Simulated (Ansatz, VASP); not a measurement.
## One calculation of Ba, two programs

The input INCAR:

```
SYSTEM = Ba
PREC = Accurate
ENCUT = 520
EDIFF = 1E-8
ISMEAR = -1
SIGMA = 0.05
LREAL = .FALSE.
LASPH = .TRUE.
NELM = 80
ALGO = Normal
ISIF = 2
LWAVE = .FALSE.
LCHARG = .FALSE.
GGA = PS
LEFG = .TRUE.
NBANDS = 11
```

KPOINTS

```
regular mesh
0
G
  10 10 10
  0 0 0
```

POSCAR

```
Ba
1.0
   -2.4489652718      2.4489652718      2.4489652718
    2.4489652718     -2.4489652718      2.4489652718
    2.4489652718      2.4489652718     -2.4489652718
Ba
1
Direct
    0.0000000000      0.0000000000      0.0000000000
```

Input for Ansatz:

```yaml
crystal:
  lattice:
    - [-2.4489652718, 2.4489652718, 2.4489652718]
    - [2.4489652718, -2.4489652718, 2.4489652718]
    - [2.4489652718, 2.4489652718, -2.4489652718]
  atoms:
    - { symbol: Ba, position: [0.0, 0.0, 0.0] }
kpoints:
  mp_grid: { grid: [10, 10, 10] }
scf:
  occupations: { method: fermi_dirac, width: 0.05 }
hamiltonian:
  xc: pbesol
  pseudopotentials: { kind: paw }
output:
  forces: true
  stress: true
  eigenvalues: true
  efg: { contact_densities: true }
```

Change from the starting cell: volume scaled by 0.94, PAW files.

Alike in both runs: task electric field gradients; functional PBEsol; k mesh 10 × 10 × 10; occupations fermi-dirac, width 0.05 eV; no spin polarisation.

|  | VASP | Ansatz |
| --- | --- | --- |
| version | VASP 6.6.1 | Ansatz 0.2.0 |
| potentials or method | VASP PAW PBE potentials, release 64 (Ba_sv) | PAW with Ansatz's default frozen-core files, scalar-relativistic |
| plane-wave cutoff (eV) | 520 | 420 |
| valence electrons in the cell | 10 | 10 |

```tsv
	VASP	Ansatz	Ansatz less VASP
pressure (GPa)	0.0	-0.1	-0.07
```

VASP's potentials were made for PBE, not for PBEsol.

Spin-orbit coupling is off throughout.
